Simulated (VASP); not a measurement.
# BiTe (Fm-3m) in VASP: further runs, part 2 of 2

VASP 6.6.1. Earlier steps stand in the parts before.

## (3) Single point, PBE

INCAR

```
ALGO     = Normal         # electronic algorithm
EDIFF    = 1E-6           # SCF threshold, eV
ENCUT    = 520            # plane-wave cutoff, eV
GGA      = PE             # functional
ISIF     = 2              # what is computed and relaxed
ISMEAR   = 0              # smearing method
LASPH    = True           # aspherical terms in the spheres
LCHARG   = True           # write CHGCAR
LELF     = True           # ELF
LREAL    = False          # projectors in reciprocal space
LVHAR    = True         
LWAVE    = False          # write WAVECAR
NBANDS   = 18             # bands
NELM     = 80             # most SCF steps
PREC     = Accurate       # precision mode
SIGMA    = 0.1            # smearing width, eV
```

KPOINTS

```
k-points
0
Gamma
  12 12 12
```

POSCAR

```
BiTe
1.0
    0.0000000000      3.2511940018      3.2511940018
    3.2511940018      0.0000000000      3.2511940018
    3.2511940018      3.2511940018      0.0000000000
Bi Te
1 1
Direct
    0.5000000000      0.5000000000      0.5000000000
    0.0000000000      0.0000000000      0.0000000000
```

Potentials or basis: VASP PAW PBE potentials, release 64 (Bi_d, Te).

The run is started by

```sh
$ cat potpaw_PBE.64/Bi_d/POTCAR potpaw_PBE.64/Te/POTCAR > POTCAR
$ mpirun -np 1 vasp_std > vasp.out
```

It took 60 s on 1 thread of Intel Xeon 6975P-C, shared host; peak memory 0.26 GiB.

It converged, with:

```yaml
Free_energy: -7.1794 eV
Pressure: -0.1 GPa
```

Levels at points of the mesh, in eV from the Fermi level:
| k point | band 7 | band 8 | band 9 | band 10 | band 11 | band 12 | band 13 | band 14 |
| --- | --- | --- | --- | --- | --- | --- | --- | --- |
| (0.00, 0.00, 0.00) | -8.18 | -2.50 | -2.50 | -2.50 | 2.13 | 2.13 | 2.13 | 4.70 |
| (0.50, 0.00, 0.00) | -11.19 | -1.88 | -1.88 | -1.60 | -0.80 | -0.59 | -0.59 | 7.30 |
| (0.50, 0.50, 0.00) | -9.94 | -5.55 | -3.94 | -3.94 | 2.31 | 3.53 | 3.53 | 4.85 |

Caveat: spin-orbit coupling is left out, which moves the levels of the heavy elements.

## (4) Relaxation of cell and atoms, PBE

This run uses another cell than the first one, of 33.85 Å³/atom, 0.985 times its volume.

INCAR

```
  ALGO = Normal
  EDIFF = 1E-7
  EDIFFG = -0.005
  ENCUT = 600
  GGA = PE
  IBRION = 2
  ISIF = 3
  ISMEAR = 0
  LASPH = T
  LCHARG = F
  LREAL = F
  LWAVE = F
  NELM = 60
  NSW = 100
  PREC = Accurate
  SIGMA = 0.1
```

KPOINTS is that of step 3.

POSCAR

```
BiTe
1.0
    0.0000000000      3.2349999084      3.2349999084
    3.2349999084      0.0000000000      3.2349999084
    3.2349999084      3.2349999084      0.0000000000
Bi Te
1 1
Direct
    0.5000000000      0.5000000000      0.5000000000
    0.0000000000      0.0000000000      0.0000000000
```

Potentials or basis: VASP PAW PBE potentials, release 64 (Bi_d, Te).

The run is started by

```sh
$ cat potpaw_PBE.64/Bi_d/POTCAR potpaw_PBE.64/Te/POTCAR > POTCAR
$ mpirun -np 1 vasp_std > vasp.out
```

OUTCAR:

```text
EDIFF = 1E-7
   EDIFFG = -0.005
   ENCUT = 600
   GGA = PE
   IBRION = 2
   ISIF = 3
   ISMEAR = 0
   LASPH = T
   LREAL = F
   NELM = 60
   NSW = 100
   PREC = Accurate

 ion  position               nearest neighbor table
   1  0.500  0.500  0.500-   2 3.23   2 3.23   2 3.23   2 3.23   2 3.23   2 3.23
   2  0.000  0.000  0.000-   1 3.23   1 3.23   1 3.23   1 3.23   1 3.23   1 3.23

  LATTYP: Found a face centered cubic cell.
 ALAT       =     6.4699998168

  Lattice vectors:

 A1 = (   0.0000000000,   3.2349999084,   3.2349999084)
 A2 = (   3.2349999084,   0.0000000000,   3.2349999084)
 A3 = (   3.2349999084,   3.2349999084,   0.0000000000)

Analysis of symmetry for initial positions (statically):
=====================================================================
 Subroutine PRICEL returns:
 Original cell was already a primitive cell.
[... 269 lines left out ...]
      7      -1.7024      2.00000
      8       3.9706      2.00000
      9       3.9706      2.00000
     10       3.9706      2.00000
     11       8.6034      0.00000
     12       8.6034      0.00000
     13       8.6034      0.00000
     14      11.1706      0.00000
[... 377 lines left out ...]
      1     -16.6712      2.00000
      2     -16.6685      2.00000
      3     -16.6608      2.00000
      4     -16.6578      2.00000
      5     -16.6568      2.00000
      6      -5.0080      2.00000
      7      -4.5447      2.00000
      8       2.7107      2.00000
      9       3.9945      2.00000
     10       4.0863      2.00000
     11       6.6756      0.00403
     12       6.6832      0.00285
     13       8.3600      0.00000
     14      12.6321      0.00000

 [... further k-points ...]

------------------------ aborting loop because EDIFF is reached ----------------------------------------

  FORCE on cell =-STRESS in cart. coord.  units (eV):
  Direction    XX          YY          ZZ          XY          YZ          ZX
  --------------------------------------------------------------------------------------
  -------------------------------------------------------------------------------------
  Total        0.0012120      0.0012120      0.0012120      0.0000000      0.0000000     -0.0000000
  in kB        0.0282743      0.0282743      0.0282743      0.0000000      0.0000000     -0.0000000
  external PRESSURE =       0.0282743 kB  Pullay stress =       0.0000000 kB
[... 17 lines left out ...]
  FREE ENERGIE OF THE ION-ELECTRON SYSTEM (eV)
  ---------------------------------------------------
  free  energy   TOTEN  =        -7.1793245781 eV

  energy  without entropy=       -7.1728446061  energy(sigma->0) =       -7.17608459

 reached required accuracy - stopping structural energy minimisation
```

Run time: 3.5 min. Hardware: 1 thread of Intel Xeon 6975P-C, shared host; peak memory 0.31 GiB.

Results:

```yaml
Free_energy: -7.1793 eV
Relaxed_volume: 34.34 Å³/atom
Relaxed_cell: a = 4.597 Å, b = 4.597 Å, c = 4.597 Å, α = 60.00°, β = 60.00°, γ = 60.00°
Space_group_after_relaxing_to_0.05_Å: Fm-3m (No. 225)
Energy_gained_by_relaxing: 1.0 meV/atom
Ionic_steps: 3
Pressure_after_relaxing: 0.0 GPa
```

The path:
```tsv
step	energy change (eV)	largest force (eV/Å)	pressure (GPa)	volume (Å³)
1	0.0000	0.0000	0.69	67.71
2	-0.0016	0.0000	-0.32	69.15
3	-0.0021	0.0000	0.00	68.68
```

Final structure:
```
Bi Te
1.0
     0.00000    3.25031    3.25031
     3.25031    0.00000    3.25031
     3.25031    3.25031    0.00000
Bi Te
1 1
Direct
  0.50000 0.50000 0.50000
  0.00000 0.00000 0.00000
```

Caveat: spin-orbit coupling is left out, which moves the levels of the heavy elements.

## (5) The runs side by side

| task | cell | k mesh | cutoff (eV) | gap on the mesh (eV) | pressure (GPa) |
| --- | --- | --- | --- | --- | --- |
| single point | a = 4.598 Å, angles 90.0, 60.0, 120.0°, 2 atoms | 9 × 9 × 9 | 520 | none | -0.1 |
| single point | a = 4.598 Å, angles 60.0°, 2 atoms | 12 × 12 × 12 | 520 | none | -0.1 |
| relaxation of cell and atoms | relaxed from a = 4.575 Å, angles 60.0°, 2 atoms | 12 × 12 × 12 | 600 | none | 0.0 |

Alike in all rows: level PBE; potentials or basis VASP PAW PBE potentials, release 64 (Bi_d, Te); no spin polarisation; smearing gaussian 0.1 eV.

Caveats: spin-orbit coupling is left out, which moves the levels of the heavy elements.

Total energies depend on the potentials used, so only differences within one code and one set of settings carry meaning.
